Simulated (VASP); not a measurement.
Wanted: the native input for a VASP 6.6.1 run.

| Item | Value |
| --- | --- |
| Task | single point |
| Functional | r2SCAN |
| Dispersion | rVV10 |
| Potentials or basis | VASP PAW PBE potentials, release 64 (Ga_d, N) |
| Cutoff | 520 eV |
| k mesh | 8 × 8 × 8 |
| Occupations | methfessel-paxton, width 0.02 eV |
| Spin | no spin polarisation |
| Dipole correction | no |
| Further INCAR settings | ALGO = Normal; EDIFF = 1e-07; NBANDS = 16 |

GaN:

```
CELL_PARAMETERS angstrom
0.00000 2.24411 2.24411
2.24411 0.00000 2.24411
2.24411 2.24411 0.00000
ATOMIC_POSITIONS crystal
Ga 0.00000 0.00000 0.00000
N 0.75000 0.75000 0.75000
```

The input as run:

POSCAR

```
GaN
1.0
    0.0000000000      2.2441075120      2.2441075120
    2.2441075120      0.0000000000      2.2441075120
    2.2441075120      2.2441075120      0.0000000000
Ga N
1 1
Direct
    0.0000000000      0.0000000000      0.0000000000
    0.7500000000      0.7500000000      0.7500000000
```

INCAR.step1

```
SYSTEM = GaN
PREC = Accurate
ENCUT = 520
ISMEAR = 1
SIGMA = 0.02
LREAL = .FALSE.
LASPH = .TRUE.
NELM = 100
NBANDS = 16
GGA = PE
ALGO = Normal
EDIFF = 1E-4
LWAVE = .TRUE.
LCHARG = .FALSE.
```

INCAR.step2

```
SYSTEM = GaN
PREC = Accurate
ENCUT = 520
EDIFF = 1E-7
ISMEAR = 1
SIGMA = 0.02
LREAL = .FALSE.
LASPH = .TRUE.
NELM = 100
ALGO = Normal
ISIF = 2
LWAVE = .FALSE.
LCHARG = .FALSE.
METAGGA = R2SCAN
LMIXTAU = .TRUE.
LUSE_VDW = .TRUE.
IVDW_NL = 2
BPARAM = 11.95
CPARAM = 0.0093
NBANDS = 16
ISTART = 1
```

KPOINTS

```
Automatic mesh
0
G
  8 8 8
  0 0 0
```

Potentials or basis: VASP PAW PBE potentials, release 64 (Ga_d, N).

The run is started by

```sh
$ cat potpaw_PBE.64/Ga_d/POTCAR potpaw_PBE.64/N/POTCAR > POTCAR
$ cp INCAR.step1 INCAR
$ mpirun -np 1 vasp_std > vasp.out
$ cp INCAR.step2 INCAR
$ mpirun -np 1 vasp_std > vasp.out
```

Results of the run:

```
Pressure               : 1.1 GPa
Band gap on the k mesh : 2.17 eV, direct
```

Caveat: the PAW data sets were made with another functional, which shifts forces and pressure a little.

It took 2.2 min on 1 thread of AMD EPYC 7R13, on a shared host, peak memory 0.19 GiB.
